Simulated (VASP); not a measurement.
Here is a VASP 6.6.1 calculation.

The input INCAR:

```
SYSTEM = Ru
ALGO = Normal
EDIFF = 1E-7
EDIFFG = -0.005
ENCUT = 500
GGA = PE
GGA_COMPAT = .FALSE.
IBRION = 2
ISIF = 3
ISMEAR = -1
LASPH = .TRUE.
LCHARG = .FALSE.
LREAL = .FALSE.
LWAVE = .FALSE.
NELM = 120
NELMIN = 4
NSW = 32
PREC = Accurate
PSTRESS = 440.0
SIGMA = 0.1
```

The input KPOINTS:

```
k-points
0
G
  19 19 19
  0 0 0
```

File POSCAR:

```
Ru
1.0
   -1.4680362870      1.4680362870      1.4680362870
    1.4680362870     -1.4680362870      1.4680362870
    1.4680362870      1.4680362870     -1.4680362870
Ru
1
Direct
    0.0000000000      0.0000000000      0.0000000000
```

Potentials or basis: VASP PAW PBE potentials, release 64 (Ru_pv).

The run is started by

```console
$ cat potpaw_PBE.64/Ru_pv/POTCAR > POTCAR
$ mpirun -np 1 vasp_std > vasp.out
```

(1) What does it give for the band gap on the k mesh?

(2) What does it give for the relaxed cell?

(3) Predict the relaxed volume.

## Answers

(1) zero (band 7 reaches 16.34 eV, above the bottom of band 8 at 12.09 eV).

(2) a = 2.543 Å, b = 2.543 Å, c = 2.543 Å, α = 109.47°, β = 109.47°, γ = 109.47°.

(3) 12.66 Å³/atom.

Caveat: the cell is relaxed towards a set pressure, so the enthalpy falls and the energy may rise.
